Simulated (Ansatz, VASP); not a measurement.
# TiC: VASP beside Ansatz

```
Ti C
1.0
     0.00000    2.15676    2.15676
     2.15676    0.00000    2.15676
     2.15676    2.15676    0.00000
Ti C
1 1
Direct
  0.00000 0.00000 0.00000
  0.50000 0.50000 0.50000
```

Change from the starting cell: volume scaled by 0.99, PAW files.

Alike in both runs: task electric field gradients; functional PBE; k mesh 16 × 16 × 16; occupations fermi-dirac, width 0.03 eV; no spin polarisation.

|  | VASP | Ansatz |
| --- | --- | --- |
| version | VASP 6.6.1 | Ansatz 0.2.0 |
| potentials or method | VASP PAW PBE potentials, release 64 (Ti_sv, C) | PAW with Ansatz's default frozen-core files, scalar-relativistic |
| plane-wave cutoff (eV) | 520 | 420 |
| valence electrons in the cell | 16 | 16 |

|  | VASP | Ansatz | Ansatz less VASP |
| --- | --- | --- | --- |
| pressure (GPa) | 3.7 | 3.5 | -0.20 |
